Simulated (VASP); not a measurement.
# InAgTe2 (I-42d) in VASP: notebook, part 2 of 2

VASP 6.6.1. Earlier steps stand in the parts before.

## Step 3: Single point, PBE

INCAR

```
SYSTEM = InAgTe2
ALGO = Normal
EDIFF = 1E-6
ENCUT = 500
GGA = PE
GGA_COMPAT = .FALSE.
ISIF = 2
ISMEAR = -1
LASPH = .TRUE.
LCHARG = .FALSE.
LREAL = .FALSE.
LWAVE = .FALSE.
NBANDS = 46
NELM = 120
PREC = Accurate
SIGMA = 0.15
```

KPOINTS

```
k-points
0
G
  8 8 8
  0 0 0
```

POSCAR

```
InAgTe2
1.0
   -3.2847016509      3.2847016509      6.5024888187
    3.2847016509     -3.2847016509      6.5024888187
    3.2847016509      3.2847016509     -6.5024888187
In Ag Te
2 2 4
Direct
    0.5000000000      0.5000000000      0.0000000000
    0.2500000000      0.7500000000      0.5000000000
    0.0000000000      0.0000000000      0.0000000000
    0.7500000000      0.2500000000      0.5000000000
    0.3750000000      0.3692850604      0.4942850604
    0.6307149396      0.1250000000      1.0057149396
    0.8750000000      0.8807149396      0.5057149396
    0.1192850604      0.6250000000     -0.0057149396
```

Potentials or basis: VASP PAW PBE potentials, release 64 (In_d, Ag, Te).

Started as:

```console
$ cat potpaw_PBE.64/In_d/POTCAR potpaw_PBE.64/Ag/POTCAR potpaw_PBE.64/Te/POTCAR > POTCAR
$ mpirun -np 1 vasp_std > vasp.out
```

OUTCAR:

```text
SYSTEM = InAgTe2
   EDIFF = 1E-6
   ENCUT = 500
   GGA = PE
   ISIF = 2
   ISMEAR = -1
   LASPH = .TRUE.
   LREAL = .FALSE.
   NELM = 120
   PREC = Accurate

 ion  position               nearest neighbor table
   1  0.500  0.500  0.000-   6 2.86   5 2.86   8 2.86   7 2.86
   2  0.250  0.750  0.500-   7 2.86   8 2.86   6 2.86   5 2.86
   3  0.000  0.000  0.000-   5 2.81   7 2.81   8 2.81   6 2.81
   4  0.750  0.250  0.500-   5 2.81   6 2.81   8 2.81   7 2.81
   5  0.375  0.369  0.494-   3 2.81   4 2.81   1 2.86   2 2.86
   6  0.631  0.125  0.006-   4 2.81   3 2.81   1 2.86   2 2.86
   7  0.875  0.881  0.506-   3 2.81   4 2.81   2 2.86   1 2.86
   8  0.119  0.625  0.994-   3 2.81   4 2.81   2 2.86   1 2.86

  LATTYP: Found a body centered tetragonal cell.
 ALAT       =     6.5694033018
 C/A-ratio  =     1.9796284442

  Lattice vectors:

 A1 = (  -3.2847016509,   3.2847016509,   6.5024888187)
 A2 = (   3.2847016509,  -3.2847016509,   6.5024888187)
 A3 = (   3.2847016509,   3.2847016509,  -6.5024888187)

Analysis of symmetry for initial positions (statically):
=====================================================================
 Subroutine PRICEL returns:
 Original cell was already a primitive cell.

 Routine SETGRP: Setting up the symmetry group for a
 body centered tetragonal supercell.

 Subroutine GETGRP returns: Found  8 space group operations
 (whereof  4 operations were pure point group operations)
 out of a pool of 16 trial point group operations.

The static configuration has the point symmetry S_4 .
 The point group associated with its full space group is D_2d.

Analysis of symmetry for dynamics (positions and initial velocities):
=====================================================================
 Subroutine PRICEL returns:
 Original cell was already a primitive cell.

 Routine SETGRP: Setting up the symmetry group for a
 body centered tetragonal supercell.

[... 141 lines left out ...]
   LORBIT       =      0    0 simple, 1 ext, 2 COOP (PROOUT), +10 PAW based schemes
   GGA     = PE    functional components
   LHFCALC =     F    Hartree Fock is set to
   AEXX    =    0.0000 exact exchange contribution
   IVDW    =     0    specifies the selected vdW correction
   LEPSILON=     F    determine dielectric tensor
   LRPA    =     F    only Hartree local field effects (RPA)
 non-spin polarized calculation
  energy-cutoff  :      500.00
  volume of cell :      280.63
 maximum number of plane-waves:      7156
 NGX is ok and might be reduce to    60
   NGX = 29   NGY = 29   NGZ = 29

 number of electron      71.9999999 magnetization

 Free energy of the ion-electron system (eV)
  ---------------------------------------------------
  ext. energy  EPLUGINS =         0.00000000
  ---------------------------------------------------
  free energy    TOTEN  =       -25.47029901 eV

  energy without entropy =      -25.44570628  energy(sigma->0) =      -25.45800264

 E-fermi :   4.3619     XC(G=0):  -8.4759

 val. band max:        4.0321513790   @ k =   0.0000   0.0000   0.0000
 cond. band min:       4.6626160662   @ k =  -0.1250  -0.1250   0.1250
 fundamental gap:      0.6304646872
 Fermi energy:         4.3618884824

 k-point     1 :       0.0000    0.0000    0.0000
  band No.  band energies     occupation
      1     -10.7069      2.00000
      2     -10.7026      2.00000
      3     -10.7026      2.00000
      4     -10.6508      2.00000
      5     -10.6378      2.00000
      6     -10.6378      2.00000
[... 1165 lines left out ...]
     45       8.9906      0.00000
     46       9.1281      0.00000

 [... further k-points ...]

------------------------ aborting loop because EDIFF is reached ----------------------------------------

  FORCE on cell =-STRESS in cart. coord.  units (eV):
  Direction    XX          YY          ZZ          XY          YZ          ZX
  --------------------------------------------------------------------------------------
  -------------------------------------------------------------------------------------
  Total       -0.0491962     -0.0491962     -0.0457279      0.0000000      0.0000000      0.0000000
  in kB       -0.2808736     -0.2808736     -0.2610718      0.0000000      0.0000000      0.0000000
  external PRESSURE =      -0.2742730 kB  Pullay stress =       0.0000000 kB

 VOLUME and BASIS-vectors are now :
 -----------------------------------------------------------------------------
  energy-cutoff  :      500.00
  volume of cell :      280.63
      direct lattice vectors                 reciprocal lattice vectors
    -3.284701651  3.284701651  6.502488819     0.000000000  0.152220826  0.076893635
     3.284701651 -3.284701651  6.502488819     0.152220826  0.000000000  0.076893635
     3.284701651  3.284701651 -6.502488819     0.152220826  0.152220826  0.000000000

 POSITION                                       TOTAL-FORCE (eV/Angst)
 -----------------------------------------------------------------------------------
      0.00000      0.00000      6.50249         0.000000      0.000000      0.000000
      3.28470      0.00000      3.25124         0.000000      0.000000      0.000000
      0.00000      0.00000      0.00000         0.000000     -0.000000     -0.000000
      0.00000      3.28470      3.25124        -0.000000      0.000000     -0.000000
      1.60481      1.64235      1.62562        -0.006824      0.000000      0.000000
     -1.64235      1.67989      4.87687         0.000000      0.006824      0.000000
      1.67989      1.64235      8.12811         0.006824      0.000000      0.000000
      4.92705      1.60481     -1.62562         0.000000     -0.006824      0.000000
 -----------------------------------------------------------------------------------
    total drift:                               -0.000001     -0.000001     -0.000001

  FREE ENERGIE OF THE ION-ELECTRON SYSTEM (eV)
  ---------------------------------------------------
  free  energy   TOTEN  =       -25.4702990063 eV

  energy  without entropy=      -25.4457062816  energy(sigma->0) =      -25.45800264
```

stdout:

```text
POSCAR found type information on POSCAR InAgTe
 POSCAR found :  3 types and       8 ions
 scaLAPACK will be used
 LDA part: xc-table for (Slater+PW92), standard interpolation
 POSCAR, INCAR and KPOINTS ok, starting setup
 FFT: planning ... GRIDC
 FFT: planning ... GRID_SOFT
 FFT: planning ... GRID
 WAVECAR not read
 entering main loop
```

It took 15 min on 1 thread of Intel Xeon Platinum 8375C at 2.90GHz (Ice Lake), shared host; peak memory 0.92 GiB.

What came out:

- Free energy: -25.4703 eV
- Pressure: 0.0 GPa
- Largest force: 0.007 eV/Å

Forces in eV/Å, atoms in the order of the input:
```
In   0.000  0.000  0.000
In   0.000  0.000  0.000
Ag   0.000  0.000  0.000
Ag   0.000  0.000  0.000
Te  -0.007  0.000  0.000
Te   0.000  0.007  0.000
Te   0.007  0.000  0.000
Te   0.000 -0.007  0.000
```

Caveat: spin-orbit coupling is left out, which moves the levels of the heavy elements.
